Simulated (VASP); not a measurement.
# W: relaxation of cell and atoms with PBE

The system is W.

```
CELL_PARAMETERS angstrom
-1.60075 1.60075 1.60075
1.60075 -1.60075 1.60075
1.60075 1.60075 -1.60075
ATOMIC_POSITIONS crystal
W 0.00000 0.00000 0.00000
```

```json
{"Program": "VASP 6.6.1", "Task": "relaxation of cell and atoms", "Functional": "PBE", "Potentials or basis": "VASP PAW PBE potentials, release 64 (W_sv)", "Cutoff": "600 eV", "k mesh": "18 × 18 × 18", "Occupations": "gaussian, width 0.1 eV", "Spin": "no spin polarisation", "Dipole correction": "no", "Further INCAR settings": "ALGO = Fast; EDIFF = 1e-06; IBRION = 2; EDIFFG = -0.002; NSW = 100; ISIF = 3"}
```

```json
{
  "Relaxed volume": "16.16 Å³/atom",
  "Relaxed cell": "a = 2.759 Å, b = 2.759 Å, c = 2.759 Å, α = 109.47°, β = 109.47°, γ = 109.47°",
  "Space group after relaxing (to 0.05 Å)": "Im-3m (No. 229)",
  "Energy gained by relaxing": "3.5 meV/atom",
  "Ionic steps": "8",
  "Pressure after relaxing": "0.0 GPa",
  "Band gap on the k mesh": "zero (band 7 reaches 16.20 eV, above the bottom of band 8 at 9.97 eV)"
}
```

The path:
| step | energy change (eV) | largest force (eV/Å) | pressure (GPa) | volume (Å³) |
| --- | --- | --- | --- | --- |
| 1 | 0.0000 | 0.0000 | -4.51 | 16.41 |
| 2 | 0.0410 | 0.0000 | 18.08 | 15.33 |
| 3 | -0.0035 | 0.0000 | -0.09 | 16.17 |
| 4 | -0.0035 | 0.0000 | -0.03 | 16.16 |
| 5 | -0.0035 | 0.0000 | 0.06 | 16.16 |
| 6 | -0.0035 | 0.0000 | -0.06 | 16.17 |
| 7 | -0.0035 | 0.0000 | -0.06 | 16.16 |
| 8 | -0.0035 | 0.0000 | 0.02 | 16.16 |

Final structure:
```
W
1.0
    -1.59268    1.59268    1.59268
     1.59268   -1.59268    1.59268
     1.59268    1.59268   -1.59268
W
1
Cartesian
  0.0000 0.0000 0.0000
```

Levels at points of the mesh, in eV from the Fermi level:
| k point | band 5 | band 6 | band 7 | band 8 | band 9 | band 10 |
| --- | --- | --- | --- | --- | --- | --- |
| (0.00, 0.00, 0.00) | -9.53 | -1.19 | -1.19 | -1.19 | 2.22 | 2.22 |
| (0.50, 0.00, 0.00) | -6.15 | -3.47 | 0.61 | 2.10 | 3.06 | 5.98 |
| (0.50, 0.50, 0.50) | -5.68 | -5.68 | 5.03 | 5.03 | 5.03 | 8.09 |

It took 3.9 min on 1 thread of AMD EPYC 7R13 (shared host), peak memory 0.15 GiB.

Caveat: spin-orbit coupling is left out, which moves the levels of the heavy elements.
